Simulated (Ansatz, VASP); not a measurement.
# One calculation of SnO, two programs

```
CELL_PARAMETERS angstrom
-3.31561 0.00000 0.00000
0.00000 -5.70500 0.00000
-2.21052 3.80352 11.68249
ATOMIC_POSITIONS crystal
Sn 0.41084 0.35537 0.88369
Sn 0.85531 0.91090 0.21702
Sn 0.63308 0.13314 0.55036
Sn 0.02196 0.71183 0.71702
Sn 0.46643 0.26736 0.05036
Sn 0.24419 0.48960 0.38369
O 0.36692 0.74773 0.94958
O 0.81138 0.30326 0.28291
O 0.58915 0.52549 0.61624
O 0.97803 0.40732 0.78291
O 0.42250 0.96286 0.11624
O 0.20027 0.18509 0.44958
```

Alike in both runs: task single point; functional PBEsol; k mesh 8 × 5 × 3; occupations gaussian, width 0.05 eV; no spin polarisation.

|  | VASP | Ansatz |
| --- | --- | --- |
| version | VASP 6.6.1 | Ansatz 0.2.0 |
| potentials or method | VASP PAW PBE potentials, release 64 (Sn_d, O), cutoff 520 eV | scalar-relativistic, plane waves, PAW |
| valence electrons in the cell | 120 | 120 |

```csv
,VASP,Ansatz,Ansatz less VASP
gap on the k mesh at the Fermi level (eV),none,none,-
pressure (GPa),2.7,2.5,-0.22
"traceless stress, the component that is largest in VASP (GPa)",6.99,7.07,+0.072
rms of the force components (eV/Å),2.031,2.035,+0.0042
```

VASP's potentials were made for PBE, not for PBEsol. Atom by atom the forces differ by 0.034 eV/Å (rms over components). A gap of «none» marks a metal or a gap that the smearing closes.
